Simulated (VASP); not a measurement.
# CuPd4 (Palladium) in VASP: a series of runs, part 2 of 2

VASP 6.6.1. The steps go on from the part before.

**3. Single point, PBE**

File INCAR:

```
SYSTEM = CuPd4
ALGO = Normal
DIPOL = 0.5 0.5 0.504
EDIFF = 1E-6
ENCUT = 520
GGA = PE
IDIPOL = 3
ISIF = 2
ISMEAR = 0
LASPH = .True.
LCHARG = .False.
LDIPOL = .True.
LREAL = .False.
LWAVE = .False.
NBANDS = 34
NELM = 100
PREC = Accurate
SIGMA = 0.1
```

File KPOINTS:

```
k-points
0
Gamma
  12 12 1
  0 0 0
```

File POSCAR:

```
CuPd4
1.0
    2.7876806238      0.0000000000      0.0000000000
   -1.3938403119      2.4142022378      0.0000000000
    0.0000000000      0.0000000000     25.8283950941
Pd Cu
4 1
Direct
    0.6666666667      0.3333333333      0.3290951672
    0.3333333333      0.6666666667      0.4172203368
    0.0000000000      0.0000000000      0.5055273555
    0.6666666667      0.3333333333      0.5949997264
    0.0000000000      0.0000000000      0.6751325748
```

Potentials or basis: VASP PAW PBE potentials, release 64 (Pd, Cu).

Command:

```
> cat potpaw_PBE.64/Pd/POTCAR potpaw_PBE.64/Cu/POTCAR > POTCAR
> mpirun -np 1 vasp_std > vasp.out
```

OUTCAR:

```text
SYSTEM = CuPd4
   EDIFF = 1E-6
   ENCUT = 520
   GGA = PE
   ISIF = 2
   ISMEAR = 0
   LASPH = .True.
   LREAL = .False.
   NELM = 100
   PREC = Accurate

 ion  position               nearest neighbor table
   1  0.667  0.333  0.329-   2 2.79   2 2.79   2 2.79
   2  0.333  0.667  0.417-   1 2.79   1 2.79   1 2.79   3 2.79   3 2.79   3 2.79
   3  0.000  0.000  0.506-   2 2.79   2 2.79   2 2.79   4 2.82   4 2.82   4 2.82
   4  0.667  0.333  0.595-   5 2.62   5 2.62   5 2.62   3 2.82   3 2.82   3 2.82
   5  0.000  0.000  0.675-   4 2.62   4 2.62   4 2.62

  LATTYP: Found a hexagonal cell.
 ALAT       =     2.7876806238
 C/A-ratio  =     9.2651915982

  Lattice vectors:

[... 901 lines left out ...]
  Total       -2.7045132     -2.7045132     -0.1210803     -0.0000000      0.0000000      0.0000000
  in kB      -24.9278950    -24.9278950     -1.1160146     -0.0000000      0.0000000      0.0000000
  external PRESSURE =     -16.9906015 kB  Pullay stress =       0.0000000 kB

 VOLUME and BASIS-vectors are now :
 -----------------------------------------------------------------------------
  energy-cutoff  :      520.00
  volume of cell :      173.83
      direct lattice vectors                 reciprocal lattice vectors
     2.787680624  0.000000000  0.000000000     0.358721150  0.207107753  0.000000000
    -1.393840312  2.414202238  0.000000000     0.000000000  0.414215505  0.000000000
     0.000000000  0.000000000 25.828395094     0.000000000  0.000000000  0.038717078

 POSITION                                       TOTAL-FORCE (eV/Angst)
 -----------------------------------------------------------------------------------
      1.39384      0.80473      8.50000         0.000000     -0.000000     -0.014541
     -0.00000      1.60947     10.77613         0.000000     -0.000000      0.052230
      0.00000      0.00000     13.05696        -0.000000      0.000000      0.000709
      1.39384      0.80473     15.36789         0.000000      0.000000     -0.023986
      0.00000      0.00000     17.43759        -0.000000     -0.000000     -0.014411
 -----------------------------------------------------------------------------------
    total drift:                                0.000000      0.000000      0.000083

  FREE ENERGIE OF THE ION-ELECTRON SYSTEM (eV)
  ---------------------------------------------------
  free  energy   TOTEN  =       -23.5304946088 eV

  energy  without entropy=      -23.4826016194  energy(sigma->0) =      -23.50654811

 vacuum level on the upper side and lower side of the slab         5.278         6.127
```

Wall time 3 min (1 thread of AMD EPYC 9R45 (Zen 5), shared host); peak memory 0.34 GiB.

What came out:

```
Free energy   : -23.5305 eV
Largest force : 0.052 eV/Å
```

Forces on the atoms (eV/Å):
```
Pd   0.000  0.000 -0.015
Pd   0.000  0.000  0.052
Pd   0.000  0.000  0.001
Pd   0.000  0.000 -0.024
Cu   0.000  0.000 -0.014
```

**4. Single point, PBE**

File INCAR:

```
ALGO = Normal
DIPOL = 0.5 0.5 0.504
EDIFF = 1E-6
ENCUT = 520
GGA = PE
IDIPOL = 3
ISIF = 2
ISMEAR = 0
LASPH = True
LCHARG = False
LDIPOL = True
LREAL = False
LWAVE = False
NBANDS = 34
NELM = 100
PREC = Accurate
SIGMA = 0.1
```

File KPOINTS:

```
k-points
0
Gamma
  12 12 1
```

File POSCAR:

```
CuPd4
1.0
    2.7876806238      0.0000000000      0.0000000000
   -1.3938403119      2.4142022378      0.0000000000
    0.0000000000      0.0000000000     25.8283950941
Pd Cu
4 1
Direct
    0.6666666667      0.3333333333      0.3290951672
    0.3333333333      0.6666666667      0.4172203368
    0.0000000000      0.0000000000      0.5056656491
    0.6666666667      0.3333333333      0.5949201878
    0.3333333333      0.6666666667      0.6747677936
```

Command:

```
> cat potpaw_PBE.64/Pd/POTCAR potpaw_PBE.64/Cu/POTCAR > POTCAR
> mpirun -np 1 vasp_std > vasp.out
```

Wall time 3.7 min (1 thread of AMD EPYC 9R45 (Zen 5), shared host); peak memory 0.34 GiB.

Results (log left out):

| Property | Result |
| --- | --- |
| Free energy | -23.5464 eV |
| Largest force | 0.055 eV/Å |

Forces in eV/Å, atoms in the order of the input:
```
Pd   0.000  0.000 -0.010
Pd   0.000  0.000  0.055
Pd   0.000  0.000 -0.013
Pd   0.000  0.000 -0.018
Cu   0.000  0.000 -0.014
```

Levels at points of the mesh, in eV from the Fermi level:
| k point | band 23 | band 24 | band 25 | band 26 | band 27 | band 28 |
| --- | --- | --- | --- | --- | --- | --- |
| (0.00, 0.00, 0.00) | -1.11 | -0.90 | -0.90 | -0.46 | -0.46 | -0.09 |
| (0.50, 0.00, 0.00) | 0.07 | 0.18 | 0.32 | 1.25 | 2.41 | 2.66 |

**5. Single point, PBE**

File INCAR:

```
PREC     = Accurate       # precision mode
ENCUT    = 520            # plane-wave cutoff, eV
EDIFF    = 1E-6           # SCF threshold, eV
ISMEAR   = 0              # smearing method
SIGMA    = 0.1            # smearing width, eV
LREAL    = False          # projectors in reciprocal space
LASPH    = True           # aspherical terms in the spheres
NELM     = 80             # most SCF steps
ALGO     = Normal         # electronic algorithm
ISIF     = 2              # what is computed and relaxed
LWAVE    = False          # write WAVECAR
LCHARG   = False          # write CHGCAR
LDIPOL   = True         
IDIPOL   = 3            
DIPOL    = 0.5 0.5 0.504
GGA      = PE             # functional
NBANDS   = 34             # bands
```

File KPOINTS:

```
Automatic mesh
0
Gamma
  12 12 1
```

File POSCAR:

```
CuPd4
1.0
    2.7876806238      0.0000000000      0.0000000000
   -1.3938403119      2.4142022378      0.0000000000
    0.0000000000      0.0000000000     25.8283950941
Pd Cu
4 1
Direct
    0.6666666667      0.3333333333      0.3290951672
    0.3333333333      0.6666666667      0.4172203368
   -0.0010978625      0.0010978625      0.5054005197
    0.6660650077      0.3339349923      0.5945668235
    0.3335179411     -0.3335179411      0.6742639380
```

Command:

```
> cat potpaw_PBE.64/Pd/POTCAR potpaw_PBE.64/Cu/POTCAR > POTCAR
> mpirun -np 1 vasp_std > vasp.out
```

Wall time 7.2 min (1 thread of AMD EPYC 9R45 (Zen 5), shared host); peak memory 0.42 GiB.

The run converged. Its results:

| Property | Result |
| --- | --- |
| Free energy | -23.5467 eV |
| Largest force | 0.027 eV/Å |

Forces on the atoms (eV/Å):
```
Pd   0.001 -0.001 -0.010
Pd  -0.005  0.003  0.024
Pd   0.006 -0.003  0.008
Pd   0.001 -0.001 -0.027
Cu  -0.004  0.002  0.005
```

Levels at points of the mesh, in eV from the Fermi level:
```
           k point  band 21  band 22  band 23  band 24  band 25  band 26  band 27  band 28
(0.00, 0.00, 0.00)    -1.26    -1.12    -1.11    -0.90    -0.90    -0.47    -0.46    -0.09
(0.50, 0.00, 0.00)    -0.15     0.02     0.07     0.18     0.31     1.24     2.41     2.67
(0.50, 0.50, 0.00)    -0.16     0.02     0.07     0.18     0.31     1.25     2.41     2.66
```
